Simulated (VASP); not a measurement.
# BN (R3m) in VASP: a series of runs

BN is run at these levels: LDA; tasks: single point.

All numbers are computed with VASP 6.6.1; they aren't measurements. Logs are shortened: lines on timing, memory, paths and dates and some standing lists are left out, and cuts for length are marked.

**1. The cell of the first run**

It takes space group R3m (No. 160, trigonal). Conventional cell: a = 2.502 Å, b = 2.502 Å, c = 10.119 Å, α = 90.00°, β = 90.00°, γ = 120.00°. Within 1.9 Å of B (site symmetry 3m) lie 3 N at 1.46 Å. N (site symmetry 3m) has 3 B at 1.46 Å within 1.9 Å.

**2. Single point, LDA**

Input file INCAR:

```
SYSTEM = BN
ALGO     = Normal         ! electronic algorithm
EDIFF    = 1E-6           ! SCF threshold, eV
ENCUT    = 600            ! plane-wave cutoff, eV
GGA      = CA             ! functional
GGA_COMPAT= .False.      
ISIF     = 2              ! what is computed and relaxed
ISMEAR   = 0              ! smearing method
LASPH    = .True.         ! aspherical terms in the spheres
LCHARG   = .False.        ! write CHGCAR
LREAL    = .False.        ! projectors in reciprocal space
LWAVE    = .False.        ! write WAVECAR
NBANDS   = 11             ! bands
NELM     = 120            ! most SCF steps
PREC     = Accurate       ! precision mode
SIGMA    = 0.05           ! smearing width, eV
```

Input file KPOINTS:

```
k-points
0
Gamma
  12 12 12
  0 0 0
```

Input file POSCAR:

```
BN
1.0
    1.2511217832      0.7223354983      3.3729344033
   -1.2511217832      0.7223354983      3.3729344033
    0.0000000000     -1.4446709967      3.3729344033
B N
1 1
Direct
    1.0194363833      1.0194363833      1.0194363833
    0.3327618000      0.3327618000      0.3327618000
```

Potentials or basis: VASP PAW LDA potentials, release 64 (B, N).

Command:

```
> cat potpaw_LDA.64/B/POTCAR potpaw_LDA.64/N/POTCAR > POTCAR
> mpirun -np 1 vasp_std > vasp.out
```

OUTCAR:

```text
SYSTEM = BN
   EDIFF = 1E-6
   ENCUT = 600
   GGA = CA
   ISIF = 2
   ISMEAR = 0
   LASPH = .True.
   LREAL = .False.
   NELM = 120
   PREC = Accurate

 ion  position               nearest neighbor table
   1  0.019  0.019  0.019-   2 1.46   2 1.46   2 1.46
   2  0.333  0.333  0.333-   1 1.46   1 1.46   1 1.46

  LATTYP: Found a trigonal (rhomboedric) cell.
 ALAT       =     3.6692997666
 COS(alpha) =     0.7674786796

  Lattice vectors:

 A1 = (   1.2511217832,   0.7223354983,   3.3729344033)
 A2 = (  -1.2511217832,   0.7223354983,   3.3729344033)
 A3 = (   0.0000000000,  -1.4446709967,   3.3729344033)

Analysis of symmetry for initial positions (statically):
=====================================================================
 Subroutine PRICEL returns:
 Original cell was already a primitive cell.

 Routine SETGRP: Setting up the symmetry group for a
 trigonal (rhombohedral) supercell.

 Subroutine GETGRP returns: Found  6 space group operations
 (whereof  6 operations were pure point group operations)
 out of a pool of 12 trial point group operations.

The static configuration has the point symmetry C_3v.

Analysis of symmetry for dynamics (positions and initial velocities):
=====================================================================
 Subroutine PRICEL returns:
 Original cell was already a primitive cell.

 Routine SETGRP: Setting up the symmetry group for a
 trigonal (rhombohedral) supercell.

 Subroutine GETGRP returns: Found  6 space group operations
 (whereof  6 operations were pure point group operations)
 out of a pool of 12 trial point group operations.

The dynamic configuration has the point symmetry C_3v.

 Subroutine INISYM returns: Found  6 space group operations
 (whereof  6 operations are pure point group operations),
 and found     1 'primitive' translations

----------------------------------------------------------------------------------------

                                     Primitive cell

  volume of cell :      18.2893

  direct lattice vectors                    reciprocal lattice vectors
     1.251121783  0.722335498  3.372934403     0.399641351  0.230733042  0.098825916
    -1.251121783  0.722335498  3.372934403    -0.399641351  0.230733042  0.098825916
     0.000000000 -1.444670997  3.372934403     0.000000000 -0.461466083  0.098825916

  length of vectors
     3.669299767  3.669299767  3.669299767     0.471929558  0.471929558  0.471929558

  position of ions in fractional coordinates (direct lattice)
     0.019436383  0.019436383  0.019436383
     0.332761800  0.332761800  0.332761800

  ion indices of the primitive-cell ions
   primitive index   ion index
[... 80 lines left out ...]
   ISIF   =      2    stress and relaxation
   ISYM   =      2    0-nonsym 1-usesym 2-fastsym
   POTIM  = 0.5000    time-step for ionic-motion
   TEBEG  =    0.0;   TEEND  =   0.0 temperature during run
   PSTRESS=    0.0 pullay stress
   NELECT =       8.0000    total number of electrons
   NUPDOWN=      -1.0000    fix difference up-down
   EMIN   =  10.00;   EMAX   =-10.00  energy-range for DOS
   EFERMI =   0.00;   METHOD = LEGACY
   ISMEAR =     0;   SIGMA  =   0.05  broadening in eV -4-tet -1-fermi 0-gaus
   EFERMI_NEDOS =   21; number of points for ismear=-14 and -15
   IALGO  =     38    algorithm
   IMIX   =      4    mixing-type and parameters
     AMIX     =   0.40;   BMIX     =  1.00
     AMIX_MAG =   1.60;   BMIX_MAG =  1.00
  volume/ion in A,a.u.               =       9.14        61.71
  Fermi-wavevector in a.u.,A,eV,Ry     =   1.242717  2.348395 21.012099  1.544346
  Thomas-Fermi vector in A             =   2.377059
   LORBIT       =      0    0 simple, 1 ext, 2 COOP (PROOUT), +10 PAW based schemes
   GGA     = CA    functional components
   LHFCALC =     F    Hartree Fock is set to
   AEXX    =    0.0000 exact exchange contribution
   IVDW    =     0    specifies the selected vdW correction
   LEPSILON=     F    determine dielectric tensor
   LRPA    =     F    only Hartree local field effects (RPA)
 non-spin polarized calculation
 Gauss-broadening in eV      SIGMA  =   0.05
  energy-cutoff  :      600.00
  volume of cell :       18.29
 maximum number of plane-waves:       624
 NGX is ok and might be reduce to    30
   NGX = 15   NGY = 15   NGZ = 15

 number of electron       8.0000000 magnetization

 Free energy of the ion-electron system (eV)
  ---------------------------------------------------
  ext. energy  EPLUGINS =         0.00000000
  ---------------------------------------------------
  free energy    TOTEN  =       -19.02228670 eV

  energy without entropy =      -19.02228670  energy(sigma->0) =      -19.02228670

 E-fermi :   2.2310     XC(G=0): -10.4745

 val. band max:        1.9741994516   @ k =  -0.3333   0.2500  -0.0000
 cond. band min:       6.1577156639   @ k =   0.5000   0.5000  -0.0000
 fundamental gap:      4.1835162123
 Fermi energy:         2.2310324247

 k-point     1 :       0.0000    0.0000    0.0000
  band No.  band energies     occupation
      1     -15.4697      2.00000
      2      -2.0416      2.00000
      3       1.0207      2.00000
      4       1.0207      2.00000
      5       6.2073      0.00000
      6      13.5264      0.00000
      7      13.5264      0.00000
      8      15.1232      0.00000
      9      16.9317      0.00000
     10      27.6167      0.00000
     11      29.8636      0.00000
[... 309 lines left out ...]
 k-point    24 :      -0.4167    0.1667    0.0000
  band No.  band energies     occupation
      1     -11.9323      2.00000
      2      -6.4125      2.00000
      3      -3.1466      2.00000
      4       1.7441      2.00000
      5       6.6083      0.00000
      6      13.7595      0.00000
      7      14.7952      0.00000
      8      16.1181      0.00000
      9      19.6199      0.00000
     10      22.9161      0.00000
     11      24.7144      0.00000

 [... further k-points ...]
[... 5 lines left out ...]
  --------------------------------------------------------------------------------------
  -------------------------------------------------------------------------------------
  Total       -0.7341671     -0.7341671     -0.8916038      0.0000000      0.0000000      0.0000000
  in kB      -64.3143377    -64.3143377    -78.1060768      0.0000000      0.0000000      0.0000000
  external PRESSURE =     -68.9115841 kB  Pullay stress =       0.0000000 kB

 VOLUME and BASIS-vectors are now :
 -----------------------------------------------------------------------------
  energy-cutoff  :      600.00
  volume of cell :       18.29
      direct lattice vectors                 reciprocal lattice vectors
     1.251121783  0.722335498  3.372934403     0.399641351  0.230733042  0.098825916
    -1.251121783  0.722335498  3.372934403    -0.399641351  0.230733042  0.098825916
     0.000000000 -1.444670997  3.372934403     0.000000000 -0.461466083  0.098825916

 POSITION                                       TOTAL-FORCE (eV/Angst)
 -----------------------------------------------------------------------------------
      0.00000     -0.00000      0.19667         0.000000      0.000000     -2.664148
      0.00000     -0.00000      3.36715         0.000000     -0.000000      2.664148
 -----------------------------------------------------------------------------------
    total drift:                               -0.000000      0.000000     -0.000826

  FREE ENERGIE OF THE ION-ELECTRON SYSTEM (eV)
  ---------------------------------------------------
  free  energy   TOTEN  =       -19.0222866968 eV

  energy  without entropy=      -19.0222866968  energy(sigma->0) =      -19.02228670
```

Wall time 1.9 min (1 thread of Intel Xeon 8259CL, shared host); peak memory 0.17 GiB.

Results:

| Item | Value |
| --- | --- |
| Free energy | -19.0223 eV |
| Pressure | -6.9 GPa |
| Largest force | 2.664 eV/Å |
| Band gap on the k mesh | 4.18 eV, indirect (least direct gap 4.55 eV) |

Forces in eV/Å, atoms in the order of the input:
```
B    0.000  0.000 -2.664
N    0.000  0.000  2.664
```

Caveat: forces of over 1 eV/Å act on the atoms, so gaps and moduli don't describe the material at rest. As with any semilocal functional, this LDA gap is likely too small.

**3. Single point, LDA (atom 1 (B) moved by (+0.000, -0.200) A along x and z)**

Input file INCAR:

```
SYSTEM = BN
ALGO     = Normal         ! electronic algorithm
EDIFF    = 1E-6           ! SCF threshold, eV
ENCUT    = 600            ! plane-wave cutoff, eV
GGA      = CA             ! functional
GGA_COMPAT= .FALSE.      
ISIF     = 2              ! what is computed and relaxed
ISMEAR   = 0              ! smearing method
LASPH    = .TRUE.         ! aspherical terms in the spheres
LCHARG   = .FALSE.        ! write CHGCAR
LREAL    = .FALSE.        ! projectors in reciprocal space
LWAVE    = .FALSE.        ! write WAVECAR
NBANDS   = 11             ! bands
NELM     = 120            ! most SCF steps
PREC     = Accurate       ! precision mode
SIGMA    = 0.05           ! smearing width, eV
```

Input file KPOINTS:

```
k-points
0
G
  12 12 12
  0 0 0
```

Changes to POSCAR since step 2:

```diff
@@ -8,3 +8,3 @@
 Direct
-    1.0194363833      1.0194363833      1.0194363833
+    0.9799060167      0.9799060167      0.9799060167
     0.3327618000      0.3327618000      0.3327618000
```

Potentials or basis: VASP PAW LDA potentials, release 64 (B, N).

Command:

```
> cat potpaw_LDA.64/B/POTCAR potpaw_LDA.64/N/POTCAR > POTCAR
> mpirun -np 1 vasp_std > vasp.out
```

OUTCAR:

```text
SYSTEM = BN
   EDIFF = 1E-6
   ENCUT = 600
   GGA = CA
   ISIF = 2
   ISMEAR = 0
   LASPH = .TRUE.
   LREAL = .FALSE.
   NELM = 120
   PREC = Accurate

 ion  position               nearest neighbor table
   1  0.980  0.980  0.980-   2 1.46   2 1.46   2 1.46
   2  0.333  0.333  0.333-   1 1.46   1 1.46   1 1.46

  LATTYP: Found a trigonal (rhomboedric) cell.
 ALAT       =     3.6692997666
 COS(alpha) =     0.7674786796

  Lattice vectors:

 A1 = (   1.2511217832,   0.7223354983,   3.3729344033)
 A2 = (  -1.2511217832,   0.7223354983,   3.3729344033)
 A3 = (   0.0000000000,  -1.4446709967,   3.3729344033)

Analysis of symmetry for initial positions (statically):
=====================================================================
 Subroutine PRICEL returns:
 Original cell was already a primitive cell.

 Routine SETGRP: Setting up the symmetry group for a
 trigonal (rhombohedral) supercell.

 Subroutine GETGRP returns: Found  6 space group operations
 (whereof  6 operations were pure point group operations)
 out of a pool of 12 trial point group operations.

The static configuration has the point symmetry C_3v.

Analysis of symmetry for dynamics (positions and initial velocities):
=====================================================================
 Subroutine PRICEL returns:
 Original cell was already a primitive cell.

 Routine SETGRP: Setting up the symmetry group for a
 trigonal (rhombohedral) supercell.

 Subroutine GETGRP returns: Found  6 space group operations
 (whereof  6 operations were pure point group operations)
 out of a pool of 12 trial point group operations.

The dynamic configuration has the point symmetry C_3v.

 Subroutine INISYM returns: Found  6 space group operations
 (whereof  6 operations are pure point group operations),
 and found     1 'primitive' translations

----------------------------------------------------------------------------------------

                                     Primitive cell

  volume of cell :      18.2893

  direct lattice vectors                    reciprocal lattice vectors
     1.251121783  0.722335498  3.372934403     0.399641351  0.230733042  0.098825916
    -1.251121783  0.722335498  3.372934403    -0.399641351  0.230733042  0.098825916
     0.000000000 -1.444670997  3.372934403     0.000000000 -0.461466083  0.098825916

  length of vectors
     3.669299767  3.669299767  3.669299767     0.471929558  0.471929558  0.471929558

  position of ions in fractional coordinates (direct lattice)
     0.979906017  0.979906017  0.979906017
     0.332761800  0.332761800  0.332761800

  ion indices of the primitive-cell ions
   primitive index   ion index
                 1           1
                 2           2

----------------------------------------------------------------------------------------

 KPOINTS: k-points

Automatic generation of k-mesh.
 Grid dimensions read from file:
 generate k-points for:   12   12   12

 Generating k-lattice:

  Cartesian coordinates                     Fractional coordinates (reciprocal lattice)
     0.033303446  0.019227753  0.008235493     0.083333333  0.000000000  0.000000000
    -0.033303446  0.019227753  0.008235493     0.000000000  0.083333333  0.000000000
     0.000000000 -0.038455507  0.008235493     0.000000000  0.000000000  0.083333333

  Length of vectors
     0.039327463  0.039327463  0.039327463

  Shift w.r.t. Gamma in fractional coordinates (k-lattice)
     0.000000000  0.000000000  0.000000000

 Subroutine IBZKPT returns following result:
 ===========================================

 Found    189 irreducible k-points:

 Following reciprocal coordinates:
            Coordinates               Weight
  0.000000  0.000000  0.000000      1.000000
  0.083333  0.000000 -0.000000      6.000000
  0.166667  0.000000  0.000000      6.000000
  0.250000  0.000000 -0.000000      6.000000
  0.333333 -0.000000 -0.000000      6.000000
  0.416667 -0.000000 -0.000000      6.000000
[... 16 lines left out ...]
  0.500000  0.166667  0.000000     12.000000
 -0.416667  0.166667  0.000000     12.000000
 [... further k-points ...]
   k-points           NKPTS =    189   k-points in BZ     NKDIM =    189   number of bands    NBANDS=     11
   number of dos      NEDOS =    301   number of ions     NIONS =      2
   total plane-waves  NPLWV =  27000
   dimension x,y,z NGX =    30 NGY =   30 NGZ =   30
   dimension x,y,z NGXF=    60 NGYF=   60 NGZF=   60
   ions per type =               1   1
   NGX,Y,Z   is equivalent  to a cutoff of  13.59, 13.59, 13.59 a.u.
   NGXF,Y,Z  is equivalent  to a cutoff of  27.18, 27.18, 27.18 a.u.
 SYSTEM =  BN
   PREC   = accura    normal or accurate (medium, high low for compatibility)
   ISTART =      0    job   : 0-new  1-cont  2-samecut
   ICHARG =      2    charge: 1-file 2-atom 10-const
   ISPIN  =      1    spin polarized calculation?
   LNONCOLLINEAR =      F non collinear calculations
   LSORBIT =      F    spin-orbit coupling
   LASPH  =      T    aspherical Exc in radial PAW
   ENCUT  =  600.0 eV  44.10 Ry    6.64 a.u.   7.33  7.33  7.33*2*pi/ulx,y,z
   NELM   =    120;   NELMIN=  2; NELMDL= -5     # of ELM steps
   EDIFF  = 0.1E-05   stopping-criterion for ELM
   LREAL  =      F    real-space projection
   EDIFFG = 0.1E-04   stopping-criterion for IOM
   NSW    =      0    number of steps for IOM
   IBRION =     -1    ionic relax: 0-MD 1-quasi-New 2-CG
   NFREE  =      0    steps in history (QN), initial steepest desc. (CG)
   ISIF   =      2    stress and relaxation
   ISYM   =      2    0-nonsym 1-usesym 2-fastsym
   POTIM  = 0.5000    time-step for ionic-motion
   TEBEG  =    0.0;   TEEND  =   0.0 temperature during run
   PSTRESS=    0.0 pullay stress
   NELECT =       8.0000    total number of electrons
   NUPDOWN=      -1.0000    fix difference up-down
   EMIN   =  10.00;   EMAX   =-10.00  energy-range for DOS
   EFERMI =   0.00;   METHOD = LEGACY
   ISMEAR =     0;   SIGMA  =   0.05  broadening in eV -4-tet -1-fermi 0-gaus
   EFERMI_NEDOS =   21; number of points for ismear=-14 and -15
   IALGO  =     38    algorithm
   IMIX   =      4    mixing-type and parameters
     AMIX     =   0.40;   BMIX     =  1.00
     AMIX_MAG =   1.60;   BMIX_MAG =  1.00
  volume/ion in A,a.u.               =       9.14        61.71
  Fermi-wavevector in a.u.,A,eV,Ry     =   1.242717  2.348395 21.012099  1.544346
  Thomas-Fermi vector in A             =   2.377059
   LORBIT       =      0    0 simple, 1 ext, 2 COOP (PROOUT), +10 PAW based schemes
   GGA     = CA    functional components
   LHFCALC =     F    Hartree Fock is set to
   AEXX    =    0.0000 exact exchange contribution
   IVDW    =     0    specifies the selected vdW correction
   LEPSILON=     F    determine dielectric tensor
   LRPA    =     F    only Hartree local field effects (RPA)
 non-spin polarized calculation
 Gauss-broadening in eV      SIGMA  =   0.05
  energy-cutoff  :      600.00
  volume of cell :       18.29
 maximum number of plane-waves:       624
 NGX is ok and might be reduce to    30
   NGX = 15   NGY = 15   NGZ = 15

 number of electron       8.0000000 magnetization

 Free energy of the ion-electron system (eV)
  ---------------------------------------------------
  ext. energy  EPLUGINS =         0.00000000
  ---------------------------------------------------
  free energy    TOTEN  =       -19.02113822 eV

  energy without entropy =      -19.02113822  energy(sigma->0) =      -19.02113822

 E-fermi :   2.3015     XC(G=0): -10.4755

 val. band max:        1.9867706677   @ k =  -0.3333   0.3333   0.0000
 cond. band min:       5.6239237353   @ k =   0.5000   0.5000  -0.0000
 fundamental gap:      3.6371530677
 Fermi energy:         2.3014643349

 k-point     1 :       0.0000    0.0000    0.0000
  band No.  band energies     occupation
      1     -15.4685      2.00000
      2      -2.0541      2.00000
      3       1.0058      2.00000
      4       1.0058      2.00000
      5       6.2419      0.00000
      6      13.5875      0.00000
      7      13.5875      0.00000
      8      15.2501      0.00000
      9      16.8792      0.00000
     10      27.6846      0.00000
     11      29.2030      0.00000
[... 309 lines left out ...]
 k-point    24 :      -0.4167    0.1667    0.0000
  band No.  band energies     occupation
      1     -11.9345      2.00000
      2      -6.4060      2.00000
      3      -3.1563      2.00000
      4       1.6313      2.00000
      5       7.0265      0.00000
      6      12.8523      0.00000
      7      15.8167      0.00000
      8      15.9556      0.00000
      9      19.1073      0.00000
     10      21.7745      0.00000
     11      25.2029      0.00000

 [... further k-points ...]
[... 5 lines left out ...]
  --------------------------------------------------------------------------------------
  -------------------------------------------------------------------------------------
  Total       -0.7749703     -0.7749703     -0.7169748      0.0000000      0.0000000      0.0000000
  in kB      -67.8887741    -67.8887741    -62.8082637      0.0000000      0.0000000      0.0000000
  external PRESSURE =     -66.1952706 kB  Pullay stress =       0.0000000 kB

 VOLUME and BASIS-vectors are now :
 -----------------------------------------------------------------------------
  energy-cutoff  :      600.00
  volume of cell :       18.29
      direct lattice vectors                 reciprocal lattice vectors
     1.251121783  0.722335498  3.372934403     0.399641351  0.230733042  0.098825916
    -1.251121783  0.722335498  3.372934403    -0.399641351  0.230733042  0.098825916
     0.000000000 -1.444670997  3.372934403     0.000000000 -0.461466083  0.098825916

 POSITION                                       TOTAL-FORCE (eV/Angst)
 -----------------------------------------------------------------------------------
      0.00000     -0.00000      9.91548         0.000000     -0.000000      2.691369
      0.00000     -0.00000      3.36715         0.000000      0.000000     -2.691369
 -----------------------------------------------------------------------------------
    total drift:                                0.000000      0.000000      0.000862

  FREE ENERGIE OF THE ION-ELECTRON SYSTEM (eV)
  ---------------------------------------------------
  free  energy   TOTEN  =       -19.0211382227 eV

  energy  without entropy=      -19.0211382227  energy(sigma->0) =      -19.02113822
```

Run time: 41 s. Hardware: 1 thread of AMD EPYC 9R45 (Zen 5), shared host; peak memory 0.14 GiB.

What came out:

- Free energy: -19.0211 eV
- Pressure: -6.6 GPa
- Largest force: 2.691 eV/Å
- Band gap on the k mesh: 3.64 eV, indirect (least direct gap 4.40 eV)

Forces on the atoms (eV/Å):
```
B    0.000  0.000  2.691
N    0.000  0.000 -2.691
```

Caveat: the cell differs from its parent crystal (atom 1 (B) moved by (+0.000, -0.200) A along x and z); forces of over 1 eV/Å act on the atoms, so gaps and moduli don't describe the material at rest. A k mesh can miss the band edges.
